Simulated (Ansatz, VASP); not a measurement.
## CdS in VASP and in Ansatz

```
CELL_PARAMETERS angstrom
4.01076 0.00000 0.00000
-2.00538 3.47342 0.00000
0.00000 0.00000 6.74900
ATOMIC_POSITIONS crystal
Cd 0.33333 0.66667 0.00000
Cd 0.66667 0.33333 0.50000
S 0.33333 0.66667 0.38500
S 0.66667 0.33333 0.88500
```

Change from the starting cell: equal xx and yy strain of -3 %.

Alike in both runs: task single point; functional PBE; k mesh 7 × 7 × 4; occupations fermi-dirac, width 0.01 eV; no spin polarisation.

|  | VASP | Ansatz |
| --- | --- | --- |
| version | VASP 6.6.1 | Ansatz 0.2.0 |
| potentials or method | VASP PAW PBE potentials, release 64 (Cd, S), cutoff 520 eV | all-electron LAPW, scalar-relativistic |

|  | VASP | Ansatz | Ansatz less VASP |
| --- | --- | --- | --- |
| gap on the k mesh at the Fermi level (eV) | 1.32 | 1.31 | -0.007 |
| pressure (GPa) | 7.9 | 7.4 | -0.43 |
| traceless stress, the component that is largest in VASP (GPa) | -4.60 | -4.49 | +0.115 |
| rms of the force components (eV/Å) | 0.341 | 0.331 | -0.0103 |

Atom by atom the forces differ by 0.010 eV/Å (rms over components). Ansatz ran all-electron here, and VASP with PAW potentials.
